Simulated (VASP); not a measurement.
# Li2RuN2 (P-3m1) in VASP: single point with PBE

Aim: the single point of Li2RuN2 with PBE.

Program: VASP 6.6.1. These are calculated values, not measurements. Logs are shortened: lines on timing, memory, paths and dates and some standing lists are left out, and cuts for length are marked.

## Step 1: The cell of the first run

It takes space group P-3m1 (No. 164, trigonal). The conventional cell has a = 3.164 Å, b = 3.164 Å, c = 5.211 Å, α = 90.00°, β = 90.00°, γ = 120.00°. Li (site symmetry 3m) has 4 N at 1.98 to 2.22 Å and 3 Li at 2.34 Å and 3 Ru at 2.62 Å within 2.7 Å. Within 2.8 Å of Ru (site symmetry -3m) lie 6 N at 2.14 Å and 6 Li at 2.62 Å. Within 2.6 Å of N (site symmetry 3m) lie 4 Li at 1.98 to 2.22 Å and 3 Ru at 2.14 Å.

## Step 2: Single point, PBE

Contents of INCAR:

```
PREC = Accurate ; ENCUT = 750
EDIFF = 1E-6 ; ISMEAR = -1
SIGMA = 0.15 ; LREAL = False
LASPH = True ; NELM = 120
ALGO = Normal ; ISIF = 2
LWAVE = False ; LCHARG = True
GGA = PE ; LELF = True
LVHAR = True ; NBANDS = 76
GGA_COMPAT = False
```

Contents of KPOINTS:

```
regular mesh
0
Gamma
  3 3 3
```

Contents of POSCAR:

```
Li2RuN2
1.0
    6.3284654096      0.0000000000      0.0000000000
   -3.1642327048      5.4806118117      0.0000000000
    0.0000000000      0.0000000000      5.2114500000
Li Ru N
8 4 8
Direct
    0.3333333333      0.1666666667      0.3601799998
    0.1666666667      0.3333333333      0.6398200002
    0.3333333333      0.6666666667      0.3601799998
    0.1666666667      0.8333333333      0.6398200002
    0.8333333333      0.1666666667      0.3601799998
    0.6666666667      0.3333333333      0.6398200002
    0.8333333333      0.6666666667      0.3601799998
    0.6666666667      0.8333333333      0.6398200002
    0.0000000000      0.0000000000      0.0000000000
    0.0000000000      0.5000000000      0.0000000000
    0.5000000000      0.0000000000      0.0000000000
    0.5000000000      0.5000000000      0.0000000000
    0.3333333333      0.1666666667      0.7869890002
    0.1666666667      0.3333333333      0.2130109998
    0.3333333333      0.6666666667      0.7869890002
    0.1666666667      0.8333333333      0.2130109998
    0.8333333333      0.1666666667      0.7869890002
    0.6666666667      0.3333333333      0.2130109998
    0.8333333333      0.6666666667      0.7869890002
    0.6666666667      0.8333333333      0.2130109998
```

Potentials or basis: VASP PAW PBE potentials, release 64 (Li_sv, Ru_pv, N).

Run with:

```sh
> cat potpaw_PBE.64/Li_sv/POTCAR potpaw_PBE.64/Ru_pv/POTCAR potpaw_PBE.64/N/POTCAR > POTCAR
> mpirun -np 1 vasp_std > vasp.out
```

OUTCAR:

```text
PREC = Accurate
   ENCUT = 750
   EDIFF = 1E-6
   ISMEAR = -1
   LREAL = False
   LASPH = True
   NELM = 120
   ISIF = 2
   GGA = PE

 ion  position               nearest neighbor table
   1  0.333  0.167  0.360-  14 1.98  18 1.98  16 1.98   2 2.34   6 2.34   4 2.34   9 2.62  12 2.62
                            11 2.62
   2  0.167  0.333  0.640-  13 1.98  17 1.98  15 1.98   1 2.34   5 2.34   3 2.34  12 2.62   9 2.62
                            10 2.62
   3  0.333  0.667  0.360-  16 1.98  20 1.98  14 1.98   4 2.34   8 2.34   2 2.34  10 2.62  11 2.62
                            12 2.62
   4  0.167  0.833  0.640-  15 1.98  19 1.98  13 1.98   3 2.34   7 2.34   1 2.34  11 2.62  10 2.62
                             9 2.62
   5  0.833  0.167  0.360-  18 1.98  14 1.98  20 1.98   6 2.34   2 2.34   8 2.34  11 2.62  10 2.62
                             9 2.62
   6  0.667  0.333  0.640-  17 1.98  13 1.98  19 1.98   5 2.34   1 2.34   7 2.34  10 2.62  11 2.62
                            12 2.62
   7  0.833  0.667  0.360-  20 1.98  16 1.98  18 1.98   8 2.34   4 2.34   6 2.34  12 2.62   9 2.62
                            10 2.62
   8  0.667  0.833  0.640-  19 1.98  15 1.98  17 1.98   7 2.34   3 2.34   5 2.34   9 2.62  12 2.62
                            11 2.62
   9  0.000  0.000  0.000-  13 2.14  20 2.14  19 2.14  14 2.14  16 2.14  17 2.14   1 2.62   8 2.62
                             7 2.62   2 2.62   4 2.62   5 2.62  11 3.16  11 3.16  12 3.16  10 3.16
  10  0.000  0.500  0.000-  15 2.14  18 2.14  17 2.14  16 2.14  14 2.14  19 2.14   3 2.62   6 2.62
                             5 2.62   4 2.62   2 2.62   7 2.62  12 3.16  12 3.16   9 3.16   9 3.16
  11  0.500  0.000  0.000-  16 2.14  17 2.14  15 2.14  18 2.14  13 2.14  20 2.14   4 2.62   5 2.62
                             3 2.62   6 2.62   1 2.62   8 2.62   9 3.16   9 3.16  12 3.16  12 3.16
[... 15 lines left out ...]
  Lattice vectors:

 A1 = (   6.3284654096,   0.0000000000,   0.0000000000)
 A2 = (  -3.1642327048,   5.4806118117,   0.0000000000)
 A3 = (   0.0000000000,   0.0000000000,   5.2114500000)

Analysis of symmetry for initial positions (statically):
=====================================================================
 Subroutine PRICEL returns following result:

  LATTYP: Found a hexagonal cell.
 ALAT       =     3.1642327048
 C/A-ratio  =     1.6469869590

  Lattice vectors:

 A1 = (   3.1642327048,   0.0000000000,   0.0000000000)
 A2 = (  -1.5821163524,   2.7403059059,   0.0000000000)
 A3 = (   0.0000000000,   0.0000000000,   5.2114500000)

   4 primitive cells build up your supercell.

 Routine SETGRP: Setting up the symmetry group for a
 hexagonal supercell.

 Subroutine GETGRP returns: Found 12 space group operations
 (whereof 12 operations were pure point group operations)
 out of a pool of 24 trial point group operations.

The static configuration has the point symmetry D_3d.

Analysis of symmetry for dynamics (positions and initial velocities):
=====================================================================
 Subroutine PRICEL returns following result:

  LATTYP: Found a hexagonal cell.
 ALAT       =     3.1642327048
 C/A-ratio  =     1.6469869590

  Lattice vectors:

 A1 = (   3.1642327048,   0.0000000000,   0.0000000000)
 A2 = (  -1.5821163524,   2.7403059059,   0.0000000000)
 A3 = (   0.0000000000,   0.0000000000,   5.2114500000)

   4 primitive cells build up your supercell.

 Routine SETGRP: Setting up the symmetry group for a
 hexagonal supercell.

 Subroutine GETGRP returns: Found 12 space group operations
 (whereof 12 operations were pure point group operations)
 out of a pool of 24 trial point group operations.

The dynamic configuration has the point symmetry D_3d.

 Subroutine INISYM returns: Found 12 space group operations
 (whereof 12 operations are pure point group operations),
 and found     4 'primitive' translations

----------------------------------------------------------------------------------------

                                     Primitive cell

  volume of cell :      45.1883

  direct lattice vectors                    reciprocal lattice vectors
     3.164232705  0.000000000  0.000000000     0.316032382  0.182461381  0.000000000
    -1.582116352  2.740305906  0.000000000     0.000000000  0.364922762  0.000000000
     0.000000000  0.000000000  5.211450000     0.000000000  0.000000000  0.191885176

  length of vectors
     3.164232705  3.164232705  5.211450000     0.364922762  0.364922762  0.191885176

  position of ions in fractional coordinates (direct lattice)
     0.666666667  0.333333333  0.360180000
     0.333333333  0.666666667  0.639820000
     0.000000000  0.000000000  0.000000000
     0.666666667  0.333333333  0.786989000
     0.333333333  0.666666667  0.213011000

  ion indices of the primitive-cell ions
   primitive index   ion index
                 1           1
                 2           2
                 3          11
                 4          13
                 5          14

----------------------------------------------------------------------------------------

 KPOINTS: regular mesh

Automatic generation of k-mesh.
 Grid dimensions read from file:
 generate k-points for:    3    3    3

 Generating k-lattice:

  Cartesian coordinates                     Fractional coordinates (reciprocal lattice)
     0.052672064  0.030410230  0.000000000     0.333333333  0.000000000  0.000000000
     0.000000000  0.060820460  0.000000000     0.000000000  0.333333333  0.000000000
     0.000000000  0.000000000  0.063961725     0.000000000  0.000000000  0.333333333

  Length of vectors
     0.060820460  0.060820460  0.063961725

  Shift w.r.t. Gamma in fractional coordinates (k-lattice)
     0.000000000  0.000000000  0.000000000

 Subroutine IBZKPT returns following result:
 ===========================================

 Found      7 irreducible k-points:

 Following reciprocal coordinates:
            Coordinates               Weight
  0.000000  0.000000  0.000000      1.000000
  0.333333  0.000000  0.000000      6.000000
  0.333333  0.333333  0.000000      2.000000
  0.000000  0.000000  0.333333      2.000000
  0.333333  0.000000  0.333333      6.000000
  0.000000  0.333333  0.333333      6.000000
  0.333333  0.333333  0.333333      4.000000
   k-points           NKPTS =      7   k-points in BZ     NKDIM =      7   number of bands    NBANDS=     76
   number of dos      NEDOS =    301   number of ions     NIONS =     20
   total plane-waves  NPLWV = 172800
   dimension x,y,z NGX =    60 NGY =   60 NGZ =   48
   dimension x,y,z NGXF=   120 NGYF=  120 NGZF=   96
   ions per type =               8   4   8
   NGX,Y,Z   is equivalent  to a cutoff of  15.76, 15.76, 15.31 a.u.
   NGXF,Y,Z  is equivalent  to a cutoff of  31.52, 31.52, 30.62 a.u.
 SYSTEM =  unknown system
   PREC   = accura    normal or accurate (medium, high low for compatibility)
   ISTART =      0    job   : 0-new  1-cont  2-samecut
   ICHARG =      2    charge: 1-file 2-atom 10-const
   ISPIN  =      1    spin polarized calculation?
   LNONCOLLINEAR =      F non collinear calculations
   LSORBIT =      F    spin-orbit coupling
   LASPH  =      T    aspherical Exc in radial PAW
   ENCUT  =  750.0 eV  55.12 Ry    7.42 a.u.  14.13 14.13 11.64*2*pi/ulx,y,z
   NELM   =    120;   NELMIN=  2; NELMDL= -5     # of ELM steps
   EDIFF  = 0.1E-05   stopping-criterion for ELM
   LREAL  =      F    real-space projection
   EDIFFG = 0.1E-04   stopping-criterion for IOM
   NSW    =      0    number of steps for IOM
   IBRION =     -1    ionic relax: 0-MD 1-quasi-New 2-CG
   NFREE  =      0    steps in history (QN), initial steepest desc. (CG)
   ISIF   =      2    stress and relaxation
   ISYM   =      2    0-nonsym 1-usesym 2-fastsym
   POTIM  = 0.5000    time-step for ionic-motion
   TEBEG  =    0.0;   TEEND  =   0.0 temperature during run
   PSTRESS=    0.0 pullay stress
   NELECT =     120.0000    total number of electrons
   NUPDOWN=      -1.0000    fix difference up-down
   EMIN   =  10.00;   EMAX   =-10.00  energy-range for DOS
   EFERMI =   0.00;   METHOD = LEGACY
   ISMEAR =    -1;   SIGMA  =   0.15  broadening in eV -4-tet -1-fermi 0-gaus
   EFERMI_NEDOS =   21; number of points for ismear=-14 and -15
   IALGO  =     38    algorithm
   IMIX   =      4    mixing-type and parameters
     AMIX     =   0.40;   BMIX     =  1.00
     AMIX_MAG =   1.60;   BMIX_MAG =  1.00
  volume/ion in A,a.u.               =       9.04        60.99
  Fermi-wavevector in a.u.,A,eV,Ry     =   1.428148  2.698809 27.750537  2.039607
  Thomas-Fermi vector in A             =   2.548241
   LORBIT       =      0    0 simple, 1 ext, 2 COOP (PROOUT), +10 PAW based schemes
   GGA     = PE    functional components
   LHFCALC =     F    Hartree Fock is set to
   AEXX    =    0.0000 exact exchange contribution
   IVDW    =     0    specifies the selected vdW correction
   LEPSILON=     F    determine dielectric tensor
   LRPA    =     F    only Hartree local field effects (RPA)
 non-spin polarized calculation
  energy-cutoff  :      750.00
  volume of cell :      180.75
 maximum number of plane-waves:      8448
 NGX is ok and might be reduce to    60
   NGX = 29   NGY = 29   NGZ = 23

 number of electron     119.9999997 magnetization

 Free energy of the ion-electron system (eV)
  ---------------------------------------------------
  ext. energy  EPLUGINS =         0.00000000
  ---------------------------------------------------
  free energy    TOTEN  =      -121.52668591 eV

  energy without entropy =     -120.55022897  energy(sigma->0) =     -121.03845744

 E-fermi :   7.0568     XC(G=0): -11.5597

 val. band max:        7.0025205747   @ k =   0.3333   0.3333   0.3333
 cond. band min:       7.0780601667   @ k =   0.0000   0.0000   0.3333
 fundamental gap:      0.0755395920
 Fermi energy:         7.0567682584

 k-point     1 :       0.0000    0.0000    0.0000
  band No.  band energies     occupation
      1     -38.2065      2.00000
      2     -38.1484      2.00000
      3     -38.1484      2.00000
      4     -38.1484      2.00000
      5     -38.0959      2.00000
      6     -38.0959      2.00000
[... 514 lines left out ...]
     71      10.2261      0.00000
     72      10.2261      0.00000
 [bands above 72 left out]

------------------------ aborting loop because EDIFF is reached ----------------------------------------

  FORCE on cell =-STRESS in cart. coord.  units (eV):
  Direction    XX          YY          ZZ          XY          YZ          ZX
  --------------------------------------------------------------------------------------
  -------------------------------------------------------------------------------------
  Total       -3.1640780     -3.1640780     -1.5150824      0.0000000      0.0000000      0.0000000
  in kB      -28.0460518    -28.0460518    -13.4295294      0.0000000      0.0000000      0.0000000
  external PRESSURE =     -23.1738777 kB  Pullay stress =       0.0000000 kB

 VOLUME and BASIS-vectors are now :
 -----------------------------------------------------------------------------
  energy-cutoff  :      750.00
  volume of cell :      180.75
      direct lattice vectors                 reciprocal lattice vectors
     6.328465410  0.000000000  0.000000000     0.158016191  0.091230691  0.000000000
    -3.164232705  5.480611812  0.000000000     0.000000000  0.182461381  0.000000000
     0.000000000  0.000000000  5.211450000     0.000000000  0.000000000  0.191885176

 POSITION                                       TOTAL-FORCE (eV/Angst)
 -----------------------------------------------------------------------------------
      1.58212      0.91344      1.87706        -0.000000     -0.000000     -0.056944
      0.00000      1.82687      3.33439         0.000000     -0.000000      0.056944
     -0.00000      3.65374      1.87706        -0.000000     -0.000000     -0.056944
     -1.58212      4.56718      3.33439         0.000000      0.000000      0.056944
      4.74635      0.91344      1.87706        -0.000000      0.000000     -0.056944
      3.16423      1.82687      3.33439         0.000000      0.000000      0.056944
[... 12 lines left out ...]
      3.16423      3.65374      4.10135        -0.000000     -0.000000      0.108391
      1.58212      4.56718      1.11010         0.000000     -0.000000     -0.108391
 -----------------------------------------------------------------------------------
    total drift:                               -0.000000     -0.000000     -0.000000

  FREE ENERGIE OF THE ION-ELECTRON SYSTEM (eV)
  ---------------------------------------------------
  free  energy   TOTEN  =      -121.5266859128 eV

  energy  without entropy=     -120.5502289729  energy(sigma->0) =     -121.03845744
```

It took 3.1 min on 1 thread of AMD EPYC 9R45 (Zen 5), shared host; peak memory 0.45 GiB.

Results:

| Item | Value |
| --- | --- |
| Free energy | -121.5267 eV |
| Pressure | -2.3 GPa |
| Largest force | 0.108 eV/Å |
| Band gap on the k mesh | zero (bands 60 and 61 overlap by 0.56 eV) |

Forces on the atoms (eV/Å):
```
Li   0.000  0.000 -0.057
Li   0.000  0.000  0.057
Li   0.000  0.000 -0.057
Li   0.000  0.000  0.057
Li   0.000  0.000 -0.057
Li   0.000  0.000  0.057
Li   0.000  0.000 -0.057
Li   0.000  0.000  0.057
Ru   0.000  0.000  0.000
Ru   0.000  0.000  0.000
Ru   0.000  0.000  0.000
Ru   0.000  0.000  0.000
N    0.000  0.000  0.108
N    0.000  0.000 -0.108
N    0.000  0.000  0.108
N    0.000  0.000 -0.108
N    0.000  0.000  0.108
N    0.000  0.000 -0.108
N    0.000  0.000  0.108
N    0.000  0.000 -0.108
```

Caveat: the k points lie up to 0.40 Å⁻¹ apart, too coarse for converged energies and pressures of a metal.

The gap in the log of VASP goes by the Fermi energy; the results here count the filled bands.